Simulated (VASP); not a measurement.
# C (a cell with a defect) in VASP: further runs

The runs below take C (a cell with a defect) through single point, with PBEsol.

Everything below comes from runs of VASP 6.6.1. Logs are shortened: lines on timing, memory, paths and dates and some standing lists are left out, and cuts for length are marked.

## 1. The cell of the first run

The cell holds a defect, 15 atoms: a = 5.026 Å, b = 5.026 Å, c = 5.026 Å, α = 60.00°, β = 60.00°, γ = 60.00°.

## 2. Single point, PBEsol

File INCAR:

```
PREC = Accurate
ENCUT = 1000
EDIFF = 1E-6
ISMEAR = 0
SIGMA = 0.05
LREAL = Auto
LASPH = T
NELM = 120
ALGO = Normal
ISIF = 2
LWAVE = F
LCHARG = T
GGA = PS
LELF = T
LVHAR = T
NBANDS = 43
GGA_COMPAT = F
```

File KPOINTS:

```
Automatic mesh
0
Gamma
  6 6 6
```

File POSCAR:

```
C
1.0
    0.0000000000      3.5537981836     -3.5537981836
   -3.5537981836      0.0000000000     -3.5537981836
   -3.5537981836      3.5537981836      0.0000000000
C
15
Direct
    0.2500000000      0.7500000000      0.2500000000
    0.7500000000      0.2500000000      0.2500000000
    0.2500000000      0.2500000000      0.2500000000
    0.7500000000      0.7500000000      0.7500000000
    0.2500000000      0.7500000000      0.7500000000
    0.7500000000      0.2500000000      0.7500000000
    0.2500000000      0.2500000000      0.7500000000
    0.8750000000      0.3750000000      0.3750000000
    0.3750000000      0.3750000000      0.3750000000
    0.8906250000      0.8906250000      0.3906250000
    0.3750000000      0.8750000000      0.3750000000
    0.8750000000      0.3750000000      0.8750000000
    0.3750000000      0.3750000000      0.8750000000
    0.8750000000      0.8750000000      0.8750000000
    0.3750000000      0.8750000000      0.8750000000
```

Potentials or basis: VASP PAW PBE potentials, release 64 (C_h).

Run with:

```sh
$ cat potpaw_PBE.64/C_h/POTCAR > POTCAR
$ mpirun -np 1 vasp_std > vasp.out
```

OUTCAR:

```text
PREC = Accurate
   ENCUT = 1000
   EDIFF = 1E-6
   ISMEAR = 0
   LREAL = Auto
   LASPH = T
   NELM = 120
   ISIF = 2
   GGA = PS

 ion  position               nearest neighbor table
   1  0.250  0.750  0.250-  10 1.49
   2  0.750  0.250  0.250-  10 1.49
   3  0.250  0.250  0.250-
   4  0.750  0.750  0.750-  10 1.49
   5  0.250  0.750  0.750-
   6  0.750  0.250  0.750-
   7  0.250  0.250  0.750-
   8  0.875  0.375  0.375-
   9  0.375  0.375  0.375-
  10  0.891  0.891  0.391-   1 1.49   2 1.49   4 1.49
  11  0.375  0.875  0.375-
  12  0.875  0.375  0.875-
  13  0.375  0.375  0.875-
  14  0.875  0.875  0.875-
  15  0.375  0.875  0.875-

  LATTYP: Found a face centered cubic cell.
 ALAT       =     7.1075963672

  Lattice vectors:

 A1 = (   0.0000000000,   3.5537981836,  -3.5537981836)
 A2 = (  -3.5537981836,   0.0000000000,  -3.5537981836)
 A3 = (  -3.5537981836,   3.5537981836,   0.0000000000)

Analysis of symmetry for initial positions (statically):
=====================================================================
 Subroutine PRICEL returns:
 Original cell was already a primitive cell.

 Routine SETGRP: Setting up the symmetry group for a
 face centered cubic supercell.

 Subroutine GETGRP returns: Found  6 space group operations
 (whereof  2 operations were pure point group operations)
 out of a pool of 48 trial point group operations.

The static configuration has the point symmetry C_1h.
 The point group associated with its full space group is C_3v.

Analysis of symmetry for dynamics (positions and initial velocities):
=====================================================================
 Subroutine PRICEL returns:
 Original cell was already a primitive cell.

 Routine SETGRP: Setting up the symmetry group for a
 face centered cubic supercell.

 Subroutine GETGRP returns: Found  6 space group operations
 (whereof  2 operations were pure point group operations)
 out of a pool of 48 trial point group operations.

The dynamic configuration has the point symmetry C_1h.
 The point group associated with its full space group is C_3v.

 Subroutine INISYM returns: Found  6 space group operations
 (whereof  2 operations are pure point group operations),
 and found     1 'primitive' translations

----------------------------------------------------------------------------------------

                                     Primitive cell

  volume of cell :      89.7653

  direct lattice vectors                    reciprocal lattice vectors
     0.000000000  3.553798184 -3.553798184     0.140694540  0.140694540 -0.140694540
    -3.553798184  0.000000000 -3.553798184    -0.140694540 -0.140694540 -0.140694540
    -3.553798184  3.553798184  0.000000000    -0.140694540  0.140694540  0.140694540

  length of vectors
     5.025829589  5.025829589  5.025829589     0.243690091  0.243690091  0.243690091

  position of ions in fractional coordinates (direct lattice)
     0.250000000  0.750000000  0.250000000
     0.750000000  0.250000000  0.250000000
     0.250000000  0.250000000  0.250000000
     0.750000000  0.750000000  0.750000000
     0.250000000  0.750000000  0.750000000
     0.750000000  0.250000000  0.750000000
     0.250000000  0.250000000  0.750000000
     0.875000000  0.375000000  0.375000000
     0.375000000  0.375000000  0.375000000
     0.890625000  0.890625000  0.390625000
     0.375000000  0.875000000  0.375000000
     0.875000000  0.375000000  0.875000000
     0.375000000  0.375000000  0.875000000
     0.875000000  0.875000000  0.875000000
     0.375000000  0.875000000  0.875000000

  ion indices of the primitive-cell ions
   primitive index   ion index
                 1           1
                 2           2
                 3           3
                 4           4
                 5           5
                 6           6
                 7           7
                 8           8
                 9           9
                10          10
                11          11
                12          12
                13          13
                14          14
                15          15

----------------------------------------------------------------------------------------

 KPOINTS: Automatic mesh

Automatic generation of k-mesh.
 Grid dimensions read from file:
 generate k-points for:    6    6    6

 Generating k-lattice:

  Cartesian coordinates                     Fractional coordinates (reciprocal lattice)
     0.023449090  0.023449090 -0.023449090     0.166666667  0.000000000  0.000000000
    -0.023449090 -0.023449090 -0.023449090     0.000000000  0.166666667  0.000000000
    -0.023449090  0.023449090  0.023449090     0.000000000  0.000000000  0.166666667

  Length of vectors
     0.040615015  0.040615015  0.040615015

  Shift w.r.t. Gamma in fractional coordinates (k-lattice)
     0.000000000  0.000000000  0.000000000

 Subroutine IBZKPT returns following result:
 ===========================================

 Found     32 irreducible k-points:

 Following reciprocal coordinates:
            Coordinates               Weight
  0.000000  0.000000  0.000000      1.000000
  0.166667  0.000000  0.000000      6.000000
  0.166667  0.166667  0.166667      2.000000
  0.333333  0.000000  0.000000      6.000000
  0.333333  0.333333  0.333333      2.000000
  0.500000  0.000000  0.000000      3.000000
[... 16 lines left out ...]
  0.500000  0.166667  0.500000      6.000000
 -0.333333  0.333333  0.000000      6.000000
 [... further k-points ...]
   k-points           NKPTS =     32   k-points in BZ     NKDIM =     32   number of bands    NBANDS=     43
   number of dos      NEDOS =    301   number of ions     NIONS =     15
   total plane-waves  NPLWV = 157464
   dimension x,y,z NGX =    54 NGY =   54 NGZ =   54
   dimension x,y,z NGXF=   108 NGYF=  108 NGZF=  108
   ions per type =              15
   NGX,Y,Z   is equivalent  to a cutoff of  17.86, 17.86, 17.86 a.u.
   NGXF,Y,Z  is equivalent  to a cutoff of  35.72, 35.72, 35.72 a.u.
 SYSTEM =  unknown system
   PREC   = accura    normal or accurate (medium, high low for compatibility)
   ISTART =      0    job   : 0-new  1-cont  2-samecut
   ICHARG =      2    charge: 1-file 2-atom 10-const
   ISPIN  =      1    spin polarized calculation?
   LNONCOLLINEAR =      F non collinear calculations
   LSORBIT =      F    spin-orbit coupling
   LASPH  =      T    aspherical Exc in radial PAW
   ENCUT  = 1000.0 eV  73.50 Ry    8.57 a.u.  12.96 12.96 12.96*2*pi/ulx,y,z
   NELM   =    120;   NELMIN=  2; NELMDL= -5     # of ELM steps
   EDIFF  = 0.1E-05   stopping-criterion for ELM
   LREAL  =      T    real-space projection
   EDIFFG = 0.1E-04   stopping-criterion for IOM
   NSW    =      0    number of steps for IOM
   IBRION =     -1    ionic relax: 0-MD 1-quasi-New 2-CG
   NFREE  =      0    steps in history (QN), initial steepest desc. (CG)
   ISIF   =      2    stress and relaxation
   ISYM   =      2    0-nonsym 1-usesym 2-fastsym
   POTIM  = 0.5000    time-step for ionic-motion
   TEBEG  =    0.0;   TEEND  =   0.0 temperature during run
   PSTRESS=    0.0 pullay stress
   NELECT =      60.0000    total number of electrons
   NUPDOWN=      -1.0000    fix difference up-down
   EMIN   =  10.00;   EMAX   =-10.00  energy-range for DOS
   EFERMI =   0.00;   METHOD = LEGACY
   ISMEAR =     0;   SIGMA  =   0.05  broadening in eV -4-tet -1-fermi 0-gaus
   EFERMI_NEDOS =   21; number of points for ismear=-14 and -15
   IALGO  =     38    algorithm
   IMIX   =      4    mixing-type and parameters
     AMIX     =   0.40;   BMIX     =  1.00
     AMIX_MAG =   1.60;   BMIX_MAG =  1.00
  volume/ion in A,a.u.               =       5.98        40.38
  Fermi-wavevector in a.u.,A,eV,Ry     =   1.431383  2.704921 27.876392  2.048857
  Thomas-Fermi vector in A             =   2.551125
   LORBIT       =      0    0 simple, 1 ext, 2 COOP (PROOUT), +10 PAW based schemes
   GGA     = PS    functional components
   LHFCALC =     F    Hartree Fock is set to
   AEXX    =    0.0000 exact exchange contribution
   IVDW    =     0    specifies the selected vdW correction
   LEPSILON=     F    determine dielectric tensor
   LRPA    =     F    only Hartree local field effects (RPA)
 non-spin polarized calculation
 Gauss-broadening in eV      SIGMA  =   0.05
  energy-cutoff  :     1000.00
  volume of cell :       89.77
 maximum number of plane-waves:      6470
 NGX is ok and might be reduce to    54
   NGX = 25   NGY = 25   NGZ = 25

 number of electron      60.0000000 magnetization

 Free energy of the ion-electron system (eV)
  ---------------------------------------------------
  ext. energy  EPLUGINS =         0.00000000
  ---------------------------------------------------
  free energy    TOTEN  =      -138.92500859 eV

  energy without entropy =     -138.92313799  energy(sigma->0) =     -138.92407329

 E-fermi :  11.3072     XC(G=0): -13.2870

 val. band max:       11.3065439220   @ k =  -0.3333   0.3333   0.5000
 cond. band min:      11.3730876671   @ k =  -0.3333   0.5000   0.1667
 fundamental gap:      0.0665437451
 Fermi energy:        11.3072077084

 k-point     1 :       0.0000    0.0000    0.0000
  band No.  band energies     occupation
      1     -11.2114      2.00000
      2      -5.7279      2.00000
      3      -5.6642      2.00000
      4      -5.6642      2.00000
      5      -4.9960      2.00000
      6      -3.4300      2.00000
[... 34 lines left out ...]
     41      16.5829      0.00000
     42      18.4493      0.00000
[... 994 lines left out ...]
      2      -8.7546      2.00000
      3      -8.1408      2.00000
      4      -6.3587      2.00000
      5      -5.7429      2.00000
      6      -3.9142      2.00000
[... 34 lines left out ...]
     41      19.8484      0.00000
     42      20.0914      0.00000

 [... further k-points ...]

 [bands above 42 left out]

------------------------ aborting loop because EDIFF is reached ----------------------------------------

  FORCE on cell =-STRESS in cart. coord.  units (eV):
  Direction    XX          YY          ZZ          XY          YZ          ZX
  --------------------------------------------------------------------------------------
  -------------------------------------------------------------------------------------
  Total       -2.1623016     -2.1623016     -2.1623016     -1.4423784     -1.4423784      1.4423784
  in kB      -38.5938916    -38.5938916    -38.5938916    -25.7443257    -25.7443257     25.7443257
  external PRESSURE =     -38.5938916 kB  Pullay stress =       0.0000000 kB

 VOLUME and BASIS-vectors are now :
 -----------------------------------------------------------------------------
  energy-cutoff  :     1000.00
  volume of cell :       89.77
      direct lattice vectors                 reciprocal lattice vectors
     0.000000000  3.553798184 -3.553798184     0.140694540  0.140694540 -0.140694540
    -3.553798184  0.000000000 -3.553798184    -0.140694540 -0.140694540 -0.140694540
    -3.553798184  3.553798184  0.000000000    -0.140694540  0.140694540  0.140694540

 POSITION                                       TOTAL-FORCE (eV/Angst)
 -----------------------------------------------------------------------------------
     -3.55380      1.77690     -3.55380         0.578834      0.580589     -0.580589
     -1.77690      3.55380     -3.55380        -0.580589     -0.578834     -0.580589
     -1.77690      1.77690     -1.77690         0.043217     -0.043217     -0.645352
     -5.33070      5.33070     -5.33070        -0.580589      0.580589      0.578834
     -5.33070      3.55380     -3.55380         0.043217      0.645352      0.043217
     -3.55380      5.33070     -3.55380        -0.645352     -0.043217      0.043217
     -3.55380      3.55380     -1.77690         0.002191     -0.002191      0.002191
     -2.66535      4.44225     -4.44225         1.210879      1.349763      1.210879
     -2.66535      2.66535     -2.66535        -0.045513      0.045513      0.250230
     -4.55330      4.55330     -6.33020        -0.096753      0.096753     -0.096753
     -4.44225      2.66535     -4.44225        -1.349763     -1.210879      1.210879
     -4.44225      6.21915     -4.44225         0.250230      0.045513     -0.045513
     -4.44225      4.44225     -2.66535         0.004625     -0.004625      0.004625
     -6.21915      6.21915     -6.21915         1.210879     -1.210879     -1.349763
     -6.21915      4.44225     -4.44225        -0.045513     -0.250230     -0.045513
 -----------------------------------------------------------------------------------
    total drift:                                0.000456     -0.000456      0.000456

  FREE ENERGIE OF THE ION-ELECTRON SYSTEM (eV)
  ---------------------------------------------------
  free  energy   TOTEN  =      -138.9250085920 eV

  energy  without entropy=     -138.9231379911  energy(sigma->0) =     -138.92407329
```

Wall time 7.5 min (1 thread of Intel Xeon Platinum 8488C (Sapphire Rapids), shared host); peak memory 0.48 GiB.

What came out:

```
Free energy            : -138.9250 eV
Pressure               : -3.9 GPa
Largest force          : 2.180 eV/Å
Band gap on the k mesh : zero (bands 30 and 31 overlap by 1.90 eV)
```

Forces in eV/Å, atoms in the order of the input:
```
C    0.579  0.581 -0.581
C   -0.581 -0.579 -0.581
C    0.043 -0.043 -0.645
C   -0.581  0.581  0.579
C    0.043  0.645  0.043
C   -0.645 -0.043  0.043
C    0.002 -0.002  0.002
C    1.211  1.350  1.211
C   -0.046  0.046  0.250
C   -0.097  0.097 -0.097
C   -1.350 -1.211  1.211
C    0.250  0.046 -0.046
C    0.005 -0.005  0.005
C    1.211 -1.211 -1.350
C   -0.046 -0.250 -0.046
```

Levels at points of the mesh, in eV from the Fermi level:
```
           k point  band 26  band 27  band 28  band 29  band 30  band 31  band 32  band 33  band 34  band 35
(0.00, 0.00, 0.00)    -3.97    -2.40    -2.40    -2.39     1.58     1.58     1.66     3.60     3.60     3.83
(0.50, 0.00, 0.00)    -4.68    -4.45    -3.00    -2.98    -2.32     0.87     1.13     4.81     4.86     5.01
(0.50, 0.50, 0.50)    -4.60    -4.60    -3.24    -3.24    -2.08     1.09     1.09     4.71     4.71     4.97
(0.50, 0.50, 0.00)    -4.90    -4.53    -4.12    -3.15    -2.41     0.34     0.36     3.54     4.10     6.81
```

Caveat: the cell differs from its parent crystal (atoms taken out, atom 10 moved -0.125 of the way to it and +0.000 Å across, host rigid); the PAW data sets were made with another functional, which shifts forces and pressure a little.

## 3. Single point, PBEsol

File INCAR:

```
  PREC = Accurate
  ENCUT = 1000
  EDIFF = 1E-6
  ISMEAR = 0
  SIGMA = 0.05
  LREAL = Auto
  LASPH = True
  NELM = 120
  ALGO = Normal
  ISIF = 2
  LWAVE = False
  LCHARG = False
  GGA = PS
  NBANDS = 43
  GGA_COMPAT = False
```

KPOINTS is that of step 2.

Changes to POSCAR since step 2:

```diff
@@ -17,3 +17,3 @@
     0.3750000000      0.3750000000      0.3750000000
-    0.8906250000      0.8906250000      0.3906250000
+    0.8593750000      0.8593750000      0.3593750000
     0.3750000000      0.8750000000      0.3750000000
```

Potentials or basis: VASP PAW PBE potentials, release 64 (C_h).

Run with:

```sh
$ cat potpaw_PBE.64/C_h/POTCAR > POTCAR
$ mpirun -np 1 vasp_std > vasp.out
```

It took 4.2 min on 1 thread of AMD EPYC 9R45 (Zen 5), shared host; peak memory 0.46 GiB.

It converged, with:

```yaml
Free_energy: -137.8143 eV
Pressure: -9.0 GPa
Largest_force: 5.272 eV/Å
Band_gap_on_the_k_mesh: zero (bands 30 and 31 overlap by 2.22 eV)
```

Forces on the atoms (eV/Å):
```
C    1.141 -0.398  0.398
C    0.398 -1.141  0.398
C   -0.054  0.054 -0.820
C    0.398 -0.398  1.141
C   -0.054  0.820 -0.054
C   -0.820  0.054 -0.054
C   -0.002  0.002 -0.002
C    2.141  2.114  2.141
C   -0.035  0.035 -0.135
C   -3.044  3.044 -3.044
C   -2.114 -2.141  2.141
C   -0.135  0.035 -0.035
C    0.073 -0.073  0.073
C    2.141 -2.141 -2.114
C   -0.035  0.135 -0.035
```

Stress tensor (GPa, compression positive):
```
-8.97  3.95 -3.95
 3.95 -8.97  3.95
-3.95  3.95 -8.97
```

Levels at points of the mesh, in eV from the Fermi level:
| k point | band 28 | band 29 | band 30 | band 31 | band 32 | band 33 |
| --- | --- | --- | --- | --- | --- | --- |
| (0.00, 0.00, 0.00) | -1.77 | -1.77 | 1.91 | 1.99 | 1.99 | 4.09 |
| (0.50, 0.00, 0.00) | -2.48 | -2.46 | -2.28 | 1.20 | 1.28 | 5.27 |
| (0.50, 0.50, 0.50) | -2.12 | -2.12 | -2.11 | 0.91 | 0.91 | 5.43 |
| (0.50, 0.50, 0.00) | -3.60 | -3.36 | -2.00 | 0.20 | 0.53 | 4.11 |

Caveat: the cell differs from its parent crystal (atoms taken out, atom 10 moved 0.125 of the way to it and +0.000 Å across, host rigid); the PAW data sets were made with another functional, which shifts forces and pressure a little.

The gap in the log of VASP goes by the Fermi energy; the results here count the filled bands.